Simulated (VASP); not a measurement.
**CsPbCl3: single point with PBEsol**

The system is CsPbCl3.

```
CELL_PARAMETERS angstrom
5.61865 0.00000 0.00000
0.00000 5.61865 0.00000
0.00000 0.00000 5.61865
ATOMIC_POSITIONS crystal
Cs 0.00000 0.00000 0.00000
Pb 0.50000 0.50000 0.50000
Cl 0.50000 0.50000 0.00000
Cl 0.00000 0.50000 0.50000
Cl 0.50000 0.00000 0.50000
```

```yaml
Program: VASP 6.6.1
Task: single point
Functional: PBEsol
Potentials_or_basis: VASP PAW PBE potentials, release 64 (Cs_sv, Pb_d, Cl)
Cutoff: 520 eV
k_mesh: 6 × 6 × 6
Occupations: gaussian, width 0.02 eV
Spin: no spin polarisation
Dipole_correction: no
Further_INCAR_settings: ALGO = Normal; EDIFF = 1e-06; NBANDS = 30
```

| Item | Value |
| --- | --- |
| Pressure | 0.0 GPa |
| Band gap on the k mesh | 1.84 eV, direct |

Levels at points of the mesh, in eV from the valence-band top:
| k point | band 19 | band 20 | band 21 | band 22 | band 23 | band 24 | band 25 | band 26 |
| --- | --- | --- | --- | --- | --- | --- | --- | --- |
| (0.00, 0.00, 0.00) | -2.58 | -2.48 | -2.48 | -2.48 | 3.24 | 4.26 | 4.26 | 5.15 |
| (0.50, 0.00, 0.00) | -2.69 | -2.59 | -2.59 | -1.67 | 2.94 | 4.63 | 5.17 | 5.26 |
| (0.50, 0.50, 0.00) | -2.77 | -2.71 | -2.16 | -0.81 | 2.43 | 2.43 | 4.86 | 5.35 |
| (0.50, 0.50, 0.50) | -2.15 | -2.15 | -2.15 | 0.00 | 1.84 | 1.84 | 1.84 | 5.03 |

It took 110 s on 1 thread of Intel(R) Xeon(R) Platinum 8259CL CPU @ 2.50GHz (Skylake/Cascade Lake), with other jobs on the host, peak memory 0.31 GiB.

Caveat: the PAW data sets were made with another functional, which shifts forces and pressure a little; spin-orbit coupling is left out, which moves the levels of the heavy elements. A k mesh can miss the band edges.
